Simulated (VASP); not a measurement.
Write the native input for VASP 6.6.1 that does the following.

| Item | Value |
| --- | --- |
| Task | single point |
| Functional | PBE |
| Potentials or basis | VASP PAW PBE potentials, release 64 (Al) |
| Cutoff | 520 eV |
| k mesh | 18 × 18 × 18 |
| Occupations | gaussian, width 0.1 eV |
| Spin | no spin polarisation |
| Dipole correction | no |
| Further INCAR settings | ALGO = Fast; EDIFF = 1e-07; NBANDS = 8 |

The structure of Al lies in POSCAR:

```
Al
1.0
   -1.6492341625      1.6492341625      1.6492341625
    1.6492341625     -1.6492341625      1.6492341625
    1.6492341625      1.6492341625     -1.6492341625
Al
1
Direct
    0.0000000000      0.0000000000      0.0000000000
```

This cell differs from its parent crystal: volume scaled by 1.06.

The input as run:

INCAR

```
PREC     = Accurate       # precision mode
ENCUT    = 520            # plane-wave cutoff, eV
EDIFF    = 1E-7           # SCF threshold, eV
ISMEAR   = 0              # smearing method
SIGMA    = 0.1            # smearing width, eV
LREAL    = F              # projectors in reciprocal space
LASPH    = T              # aspherical terms in the spheres
NELM     = 60             # most SCF steps
ALGO     = Fast           # electronic algorithm
ISIF     = 2              # what is computed and relaxed
LWAVE    = F              # write WAVECAR
LCHARG   = F              # write CHGCAR
GGA      = PE             # functional
NBANDS   = 8              # bands
```

KPOINTS

```
Automatic mesh
0
Gamma
  18 18 18
```

Potentials or basis: VASP PAW PBE potentials, release 64 (Al).

Run with:

```bash
$ cat potpaw_PBE.64/Al/POTCAR > POTCAR
$ mpirun -np 1 vasp_std > vasp.out
```

Results of the run:

```json
{
  "Pressure": "-3.6 GPa"
}
```

Run time: 9.5 s on 1 thread of Intel Xeon 6975P-C, with other jobs on the host, peak memory 0.15 GiB.
